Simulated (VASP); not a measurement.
# GdO2 (P4/nmm) in VASP: further runs

Runs on GdO2. Level: LDA+U. Tasks: single point.

Program: VASP 6.6.1. These are calculated values, not measurements. Logs are shortened: lines on timing, memory, paths and dates and some standing lists are left out, and cuts for length are marked.

## Step 1: The cell of the first run

Symmetry: P4/nmm, No. 129, tetragonal system. The conventional cell has a = 3.373 Å, b = 3.373 Å, c = 6.465 Å, α = 90.00°, β = 90.00°, γ = 90.00°. Gd (site symmetry 4mm) has 9 O at 2.38 to 2.47 Å within 3.1 Å. O (site symmetry -4m2) has 8 O at 2.39 to 2.90 Å and 4 Gd at 2.42 Å within 3.2 Å. Within 3.1 Å of O (site symmetry 4mm) lie 5 Gd at 2.38 to 2.47 Å and 8 O at 2.90 to 2.96 Å.

## Step 2: Single point, LDA+U, collinear spin, antiferromagnetic start

INCAR reads:

```
  PREC = Accurate
  ENCUT = 520
  EDIFF = 1E-6
  ISMEAR = 1
  SIGMA = 0.05
  LREAL = False
  LASPH = True
  NELM = 150
  ALGO = Normal
  ISIF = 2
  LWAVE = False
  LCHARG = True
  ISPIN = 2
  MAGMOM = 7 -7 0 0 0 0
  LORBIT = 11
  LMAXMIX = 6
  LDAU = True
  LDAUTYPE = 2
  LDAUL = 3 -1
  LDAUU = 1 0
  LDAUJ = 0 0
  LDAUPRINT = 1
  GGA = CA
  LELF = True
  LVHAR = True
  NBANDS = 43
```

KPOINTS reads:

```
Automatic mesh
0
Gamma
  7 7 4
```

POSCAR reads:

```
GdO2
1.0
    3.3733800000      0.0000000000      0.0000000000
    0.0000000000      3.3733800000      0.0000000000
    0.0000000000      0.0000000000      6.4654440000
Gd O
2 4
Direct
    0.0000000000      0.5000000000      0.7321130000
    0.5000000000      0.0000000000      0.2678870000
    0.0000000000      0.0000000000      0.0000000000
    0.5000000000      0.5000000000      0.0000000000
    0.5000000000      0.0000000000      0.6354200000
    0.0000000000      0.5000000000      0.3645800000
```

Potentials or basis: VASP PAW PBE potentials, release 64 (Gd, O).

The run is started by

```
$ cat potpaw_PBE.64/Gd/POTCAR potpaw_PBE.64/O/POTCAR > POTCAR
$ mpirun -np 1 vasp_std > vasp.out
```

OUTCAR:

```text
PREC = Accurate
   ENCUT = 520
   EDIFF = 1E-6
   ISMEAR = 1
   LREAL = False
   LASPH = True
   NELM = 150
   ISIF = 2
   ISPIN = 2
   LORBIT = 11
   GGA = CA

 ion  position               nearest neighbor table
   1  0.000  0.500  0.732-   6 2.38   4 2.42   3 2.42   3 2.42   4 2.42   5 2.47   5 2.47   5 2.47
                             5 2.47
   2  0.500  0.000  0.268-   5 2.38   4 2.42   3 2.42   4 2.42   3 2.42   6 2.47   6 2.47   6 2.47
                             6 2.47
   3  0.000  0.000  0.000-   1 2.42   2 2.42   1 2.42   2 2.42
   4  0.500  0.500  0.000-   1 2.42   2 2.42   2 2.42   1 2.42
   5  0.500  0.000  0.635-   2 2.38   1 2.47   1 2.47   1 2.47   1 2.47
   6  0.000  0.500  0.365-   1 2.38   2 2.47   2 2.47   2 2.47   2 2.47

  LATTYP: Found a simple tetragonal cell.
 ALAT       =     3.3733800000
 C/A-ratio  =     1.9166070825

  Lattice vectors:

 A1 = (   3.3733800000,   0.0000000000,   0.0000000000)
 A2 = (   0.0000000000,   3.3733800000,   0.0000000000)
 A3 = (   0.0000000000,   0.0000000000,   6.4654440000)

Analysis of symmetry for initial positions (statically):
=====================================================================
 Subroutine PRICEL returns:
 Original cell was already a primitive cell.

 Routine SETGRP: Setting up the symmetry group for a
 simple tetragonal supercell.

 Subroutine GETGRP returns: Found 16 space group operations
 (whereof  8 operations were pure point group operations)
 out of a pool of 16 trial point group operations.

The static configuration has the point symmetry D_2d.
 The point group associated with its full space group is D_4h.

Analysis of symmetry for dynamics (positions and initial velocities):
=====================================================================
 Subroutine PRICEL returns:
 Original cell was already a primitive cell.

 Routine SETGRP: Setting up the symmetry group for a
 simple tetragonal supercell.

 Subroutine GETGRP returns: Found 16 space group operations
 (whereof  8 operations were pure point group operations)
 out of a pool of 16 trial point group operations.

The dynamic configuration has the point symmetry D_2d.
 The point group associated with its full space group is D_4h.

Analysis of structural, dynamic, and magnetic symmetry:
=====================================================================
 Subroutine PRICEL returns:
 Original cell was already a primitive cell.

 Routine SETGRP: Setting up the symmetry group for a
 simple tetragonal supercell.

 Subroutine GETGRP returns: Found 16 space group operations
 (whereof  8 operations were pure point group operations)
 out of a pool of 16 trial point group operations.

The overall configuration has the point symmetry D_2d.
 The point group associated with its full space group is D_4h.

 Subroutine INISYM returns: Found 16 space group operations
 (whereof  8 operations are pure point group operations),
 and found     1 'primitive' translations

----------------------------------------------------------------------------------------

                                     Primitive cell

[... 177 lines left out ...]
  o =  0.9883  v =  0.0000  0.0000  0.0000  0.0000 -0.7443 -0.0000  0.6678  0.0000  0.0000  0.0000  0.0000  0.0000  0.0000  0.0000      0.0000  0.0000  0.0000  0.0000  0.0000  0.0000  0.0000  0.0000  0.0000  0.0000  0.0000  0.0000  0.0000  0.0000
  o =  0.9883  v = -0.6678  0.0000 -0.7443  0.0000 -0.0000 -0.0000  0.0000  0.0000  0.0000  0.0000  0.0000  0.0000  0.0000  0.0000      0.0000  0.0000  0.0000  0.0000  0.0000  0.0000  0.0000  0.0000  0.0000  0.0000  0.0000  0.0000  0.0000  0.0000
  o =  0.9898  v =  0.0000  0.0000  0.0000  1.0000  0.0000 -0.0000 -0.0000  0.0000  0.0000  0.0000  0.0000  0.0000  0.0000  0.0000      0.0000  0.0000  0.0000  0.0000  0.0000  0.0000  0.0000  0.0000  0.0000  0.0000  0.0000  0.0000  0.0000  0.0000
  o =  0.9911  v =  0.0000 -1.0000  0.0000  0.0000 -0.0000 -0.0000  0.0000  0.0000  0.0000  0.0000  0.0000  0.0000  0.0000  0.0000      0.0000  0.0000  0.0000  0.0000  0.0000  0.0000  0.0000  0.0000  0.0000  0.0000  0.0000  0.0000  0.0000  0.0000
  o =  0.9916  v = -0.7443  0.0000  0.6678 -0.0000  0.0000  0.0000 -0.0000  0.0000  0.0000  0.0000  0.0000  0.0000  0.0000  0.0000      0.0000  0.0000  0.0000  0.0000  0.0000  0.0000  0.0000  0.0000  0.0000  0.0000  0.0000  0.0000  0.0000  0.0000
  o =  0.9916  v =  0.0000 -0.0000 -0.0000 -0.0000  0.6678  0.0000  0.7443  0.0000  0.0000  0.0000  0.0000  0.0000  0.0000  0.0000      0.0000  0.0000  0.0000  0.0000  0.0000  0.0000  0.0000  0.0000  0.0000  0.0000  0.0000  0.0000  0.0000  0.0000

atom =   2  type =  1  l = 3

 onsite density matrix

spin component  1

  0.0125 -0.0000 -0.0063  0.0000 -0.0000  0.0000  0.0000
 -0.0000  0.0113 -0.0000  0.0000  0.0000  0.0000  0.0000
 -0.0063 -0.0000  0.0150 -0.0000 -0.0000  0.0000 -0.0000
  0.0000  0.0000 -0.0000  0.0179 -0.0000  0.0000  0.0000
 -0.0000  0.0000 -0.0000 -0.0000  0.0150  0.0000  0.0063
  0.0000  0.0000  0.0000  0.0000  0.0000  0.0148 -0.0000
  0.0000  0.0000 -0.0000  0.0000  0.0063 -0.0000  0.0125

spin component  2

  0.9901  0.0000 -0.0017  0.0000 -0.0000  0.0000 -0.0000
  0.0000  0.9911 -0.0000  0.0000 -0.0000  0.0000 -0.0000
 -0.0017 -0.0000  0.9898 -0.0000 -0.0000 -0.0000  0.0000
  0.0000  0.0000 -0.0000  0.9898  0.0000  0.0000  0.0000
 -0.0000 -0.0000 -0.0000  0.0000  0.9898 -0.0000  0.0017
  0.0000  0.0000 -0.0000  0.0000 -0.0000  0.9860  0.0000
 -0.0000 -0.0000  0.0000  0.0000  0.0017  0.0000  0.9901

 occupancies and eigenvectors

  o =  0.0073  v =  0.7735 -0.0000  0.6338  0.0000 -0.0000 -0.0000  0.0000  0.0000  0.0000  0.0000  0.0000  0.0000  0.0000  0.0000      0.0000  0.0000  0.0000  0.0000  0.0000  0.0000  0.0000  0.0000  0.0000  0.0000  0.0000  0.0000  0.0000  0.0000
  o =  0.0073  v = -0.0000 -0.0000 -0.0000 -0.0000 -0.6338  0.0000  0.7735  0.0000  0.0000  0.0000  0.0000  0.0000  0.0000  0.0000      0.0000  0.0000  0.0000  0.0000  0.0000  0.0000  0.0000  0.0000  0.0000  0.0000  0.0000  0.0000  0.0000  0.0000
  o =  0.0113  v =  0.0000  1.0000  0.0000  0.0000 -0.0000  0.0000  0.0000  0.0000  0.0000  0.0000  0.0000  0.0000  0.0000  0.0000      0.0000  0.0000  0.0000  0.0000  0.0000  0.0000  0.0000  0.0000  0.0000  0.0000  0.0000  0.0000  0.0000  0.0000
  o =  0.0148  v =  0.0000 -0.0000 -0.0000 -0.0000 -0.0000  1.0000 -0.0000  0.0000  0.0000  0.0000  0.0000  0.0000  0.0000  0.0000      0.0000  0.0000  0.0000  0.0000  0.0000  0.0000  0.0000  0.0000  0.0000  0.0000  0.0000  0.0000  0.0000  0.0000
  o =  0.0179  v = -0.0000 -0.0000  0.0000  1.0000  0.0000  0.0000  0.0000  0.0000  0.0000  0.0000  0.0000  0.0000  0.0000  0.0000      0.0000  0.0000  0.0000  0.0000  0.0000  0.0000  0.0000  0.0000  0.0000  0.0000  0.0000  0.0000  0.0000  0.0000
  o =  0.0201  v = -0.6338  0.0000  0.7735 -0.0000  0.0000  0.0000  0.0000  0.0000  0.0000  0.0000  0.0000  0.0000  0.0000  0.0000      0.0000  0.0000  0.0000  0.0000  0.0000  0.0000  0.0000  0.0000  0.0000  0.0000  0.0000  0.0000  0.0000  0.0000
  o =  0.0201  v = -0.0000  0.0000  0.0000  0.0000 -0.7735 -0.0000 -0.6338  0.0000  0.0000  0.0000  0.0000  0.0000  0.0000  0.0000      0.0000  0.0000  0.0000  0.0000  0.0000  0.0000  0.0000  0.0000  0.0000  0.0000  0.0000  0.0000  0.0000  0.0000
  o =  0.9860  v =  0.0000  0.0000  0.0000  0.0000  0.0000  0.0000  0.0000 -0.0000 -0.0000 -0.0000  0.0000 -0.0000 -1.0000 -0.0000      0.0000  0.0000  0.0000  0.0000  0.0000  0.0000  0.0000  0.0000  0.0000  0.0000  0.0000  0.0000  0.0000  0.0000
  o =  0.9883  v =  0.0000  0.0000  0.0000  0.0000  0.0000  0.0000  0.0000 -0.0000 -0.0000 -0.0000  0.0000  0.7443 -0.0000 -0.6678      0.0000  0.0000  0.0000  0.0000  0.0000  0.0000  0.0000  0.0000  0.0000  0.0000  0.0000  0.0000  0.0000  0.0000
  o =  0.9883  v =  0.0000  0.0000  0.0000  0.0000  0.0000  0.0000  0.0000 -0.6678 -0.0000 -0.7443  0.0000 -0.0000  0.0000  0.0000      0.0000  0.0000  0.0000  0.0000  0.0000  0.0000  0.0000  0.0000  0.0000  0.0000  0.0000  0.0000  0.0000  0.0000
  o =  0.9898  v =  0.0000  0.0000  0.0000  0.0000  0.0000  0.0000  0.0000  0.0000 -0.0000  0.0000  1.0000  0.0000  0.0000  0.0000      0.0000  0.0000  0.0000  0.0000  0.0000  0.0000  0.0000  0.0000  0.0000  0.0000  0.0000  0.0000  0.0000  0.0000
  o =  0.9911  v =  0.0000  0.0000  0.0000  0.0000  0.0000  0.0000  0.0000  0.0000 -1.0000 -0.0000 -0.0000 -0.0000  0.0000 -0.0000      0.0000  0.0000  0.0000  0.0000  0.0000  0.0000  0.0000  0.0000  0.0000  0.0000  0.0000  0.0000  0.0000  0.0000
  o =  0.9916  v =  0.0000  0.0000  0.0000  0.0000  0.0000  0.0000  0.0000 -0.0000  0.0000 -0.0000  0.0000 -0.6678  0.0000 -0.7443      0.0000  0.0000  0.0000  0.0000  0.0000  0.0000  0.0000  0.0000  0.0000  0.0000  0.0000  0.0000  0.0000  0.0000
  o =  0.9916  v =  0.0000  0.0000  0.0000  0.0000  0.0000  0.0000  0.0000  0.7443  0.0000 -0.6678  0.0000 -0.0000  0.0000 -0.0000      0.0000  0.0000  0.0000  0.0000  0.0000  0.0000  0.0000  0.0000  0.0000  0.0000  0.0000  0.0000  0.0000  0.0000

 number of electron      59.9999996 magnetization      -0.0000000

 Free energy of the ion-electron system (eV)
  ---------------------------------------------------
  ext. energy  EPLUGINS =         0.00000000
  ---------------------------------------------------
  free energy    TOTEN  =       -62.72385768 eV

  energy without entropy =      -62.72387279  energy(sigma->0) =      -62.72386271

 E-fermi :   2.1083     XC(G=0): -12.3259

 val. band max:        2.0983980253   @ k =   0.1429   0.1429   0.2500
 cond. band min:       2.1099958136   @ k =   0.4286   0.1429   0.5000
 fundamental gap:      0.0115977884
 Fermi energy:         2.1082705659

 spin component 1

 k-point     1 :       0.0000    0.0000    0.0000
  band No.  band energies     occupation
      1     -39.9236      1.00000
      2     -37.1085      1.00000
      3     -18.3886      1.00000
      4     -17.2332      1.00000
      5     -17.2332      1.00000
      6     -16.1996      1.00000
[... 2153 lines left out ...]
     41       9.3272      0.00000
     42       9.6534      0.00000

 [... further k-points ...]

 [bands above 42 left out]

------------------------ aborting loop because EDIFF is reached ----------------------------------------

  FORCE on cell =-STRESS in cart. coord.  units (eV):
  Direction    XX          YY          ZZ          XY          YZ          ZX
  --------------------------------------------------------------------------------------
  -------------------------------------------------------------------------------------
  Total       -5.2492196     -5.2492196     -5.5027696      0.0000000      0.0000000     -0.0000000
  in kB     -114.3079499   -114.3079499   -119.8293003      0.0000000      0.0000000     -0.0000000
  external PRESSURE =    -116.1484000 kB  Pullay stress =       0.0000000 kB

 VOLUME and BASIS-vectors are now :
 -----------------------------------------------------------------------------
  energy-cutoff  :      520.00
  volume of cell :       73.57
      direct lattice vectors                 reciprocal lattice vectors
     3.373380000  0.000000000  0.000000000     0.296438587  0.000000000  0.000000000
     0.000000000  3.373380000  0.000000000     0.000000000  0.296438587  0.000000000
     0.000000000  0.000000000  6.465444000     0.000000000  0.000000000  0.154668419

 POSITION                                       TOTAL-FORCE (eV/Angst)
 -----------------------------------------------------------------------------------
      0.00000      1.68669      4.73344         0.000000     -0.000000      0.135697
      1.68669      0.00000      1.73201        -0.000000      0.000000     -0.135697
      0.00000      0.00000      0.00000        -0.000000      0.000000      0.000000
      1.68669      1.68669      0.00000        -0.000000     -0.000000      0.000000
      1.68669      0.00000      4.10827        -0.000000     -0.000000      0.009492
      0.00000      1.68669      2.35717        -0.000000      0.000000     -0.009492
 -----------------------------------------------------------------------------------
    total drift:                                0.000000      0.000000     -0.000000

  FREE ENERGIE OF THE ION-ELECTRON SYSTEM (eV)
  ---------------------------------------------------
  free  energy   TOTEN  =       -62.7238576758 eV

  energy  without entropy=      -62.7238727893  energy(sigma->0) =      -62.72386271

 total charge

# of ion       s       p       d       f       tot
--------------------------------------------------
    1        2.020   5.629   0.465   7.017  15.131
    2        2.020   5.629   0.465   7.017  15.131
    3        1.585   3.241   0.000   0.000   4.826
    4        1.585   3.241   0.000   0.000   4.826
    5        1.546   3.398   0.000   0.000   4.945
    6        1.546   3.398   0.000   0.000   4.945
--------------------------------------------------
tot         10.302  24.537   0.930  14.033  49.803

 magnetization (x)

# of ion       s       p       d       f       tot
--------------------------------------------------
    1       -0.004  -0.064   0.039   6.823   6.794
    2        0.004   0.064  -0.039  -6.823  -6.794
    3        0.000   0.000   0.000   0.000   0.000
    4        0.000   0.000   0.000   0.000   0.000
    5       -0.001  -0.006   0.000   0.000  -0.007
    6        0.001   0.006   0.000   0.000   0.007
--------------------------------------------------
tot          0.000   0.000   0.000   0.000   0.000
```

It took 49 min on 1 thread of Intel Xeon Platinum 8175M at 2.50GHz (Skylake/Cascade Lake), shared host; peak memory 0.28 GiB.

Results:

```yaml
Free_energy: -62.7239 eV
Pressure: -11.6 GPa
Largest_force: 0.136 eV/Å
Band_gap_on_the_k_mesh: zero (filled and empty bands overlap)
Net_moment: 0.00 μB per cell
Site_moments: Gd +6.79, -6.79; O +0.00, -0.01, +0.01 (each value once) μB
Valence_electrons_inside_the_program's_atomic_spheres: Gd 15.13; O 4.83, 4.95 (each value once)
```

Forces on the atoms (eV/Å):
```
Gd   0.000  0.000  0.136
Gd   0.000  0.000 -0.136
O    0.000  0.000  0.000
O    0.000  0.000  0.000
O    0.000  0.000  0.009
O    0.000  0.000 -0.009
```

Stress tensor (GPa, compression positive):
```
-11.43   0.00   0.00
  0.00 -11.43   0.00
  0.00   0.00 -11.98
```

Eigenvalues of the final occupation matrices:
```
    site  spin  trace                         eigenvalues
site 1 f     1   6.93  0.99 0.99 0.99 0.99 0.99 0.99 0.99
site 1 f     2   0.10  0.01 0.01 0.01 0.01 0.02 0.02 0.02
site 2 f     1   0.10  0.01 0.01 0.01 0.01 0.02 0.02 0.02
site 2 f     2   6.93  0.99 0.99 0.99 0.99 0.99 0.99 0.99
```

Caveat: the cell stands under tension; the PAW data sets were made with another functional, which shifts forces and pressure a little; spin-orbit coupling is left out, which moves the levels of the heavy elements.

## Step 3: Single point, LDA+U, collinear spin, antiferromagnetic start

INCAR reads:

```
PREC = Accurate
ENCUT = 520
EDIFF = 1E-7
ISMEAR = 1
SIGMA = 0.05
LREAL = F
LASPH = T
NELM = 150
ALGO = Normal
ISIF = 2
LWAVE = F
LCHARG = F
ISPIN = 2
MAGMOM = 7 -7 0 0 0 0
LORBIT = 11
LMAXMIX = 6
LDAU = T
LDAUTYPE = 2
LDAUL = 3 -1
LDAUU = 3 0
LDAUJ = 0 0
LDAUPRINT = 1
GGA = CA
NBANDS = 43
```

KPOINTS reads:

```
regular mesh
0
Gamma
  7 7 4
```

POSCAR is that of step 2.

Potentials or basis: VASP PAW PBE potentials, release 64 (Gd, O).

The run is started by

```
$ cat potpaw_PBE.64/Gd/POTCAR potpaw_PBE.64/O/POTCAR > POTCAR
$ mpirun -np 1 vasp_std > vasp.out
```

Wall time 34 min (1 thread of Intel Xeon Platinum 8175M at 2.50GHz (Skylake/Cascade Lake), shared host); peak memory 0.28 GiB.

Results (log left out):

- Free energy: -62.4241 eV
- Pressure: -10.9 GPa
- Largest force: 0.108 eV/Å
- Band gap on the k mesh: zero (filled and empty bands overlap)
- Net moment: 0.00 μB per cell
- Site moments: Gd +6.83, -6.83; O +0.00, -0.01, +0.01 (each value once) μB
- Valence electrons inside the program's atomic spheres: Gd 15.13; O 4.83, 4.95 (each value once)

Forces on the atoms (eV/Å):
```
Gd   0.000  0.000  0.108
Gd   0.000  0.000 -0.108
O    0.000  0.000  0.000
O    0.000  0.000  0.000
O    0.000  0.000  0.026
O    0.000  0.000 -0.026
```

Stress tensor (GPa, compression positive):
```
-10.85   0.00   0.00
  0.00 -10.85   0.00
  0.00   0.00 -10.93
```

Levels at points of the mesh, in eV from the Fermi level:
Spin up:
| k point | band 27 | band 28 | band 29 | band 30 | band 31 | band 32 | band 33 | band 34 |
| --- | --- | --- | --- | --- | --- | --- | --- | --- |
| (0.00, 0.00, 0.00) | -0.46 | -0.46 | 0.25 | 0.47 | 0.47 | 2.71 | 4.32 | 4.54 |
| (0.00, 0.00, 0.50) | -0.76 | -0.34 | -0.34 | 0.49 | 0.49 | 3.54 | 3.78 | 4.54 |
Spin down:
| k point | band 26 | band 27 | band 28 | band 29 | band 30 | band 31 | band 32 | band 33 | band 34 | band 35 |
| --- | --- | --- | --- | --- | --- | --- | --- | --- | --- | --- |
| (0.00, 0.00, 0.00) | -1.25 | -0.46 | -0.46 | 0.25 | 0.47 | 0.47 | 2.71 | 4.32 | 4.54 | 4.57 |
| (0.00, 0.00, 0.50) | -1.43 | -0.76 | -0.34 | -0.34 | 0.49 | 0.49 | 3.54 | 3.78 | 4.54 | 4.57 |

Eigenvalues of the final occupation matrices:
```csv
site,spin,trace,eigenvalues
site 1 f,1,6.94,0.99 0.99 0.99 0.99 0.99 0.99 0.99
site 1 f,2,0.08,0.01 0.01 0.01 0.01 0.01 0.02 0.02
site 2 f,1,0.08,0.01 0.01 0.01 0.01 0.01 0.02 0.02
site 2 f,2,6.94,0.99 0.99 0.99 0.99 0.99 0.99 0.99
```

Caveat: the cell stands under tension; the PAW data sets were made with another functional, which shifts forces and pressure a little; spin-orbit coupling is left out, which moves the levels of the heavy elements.
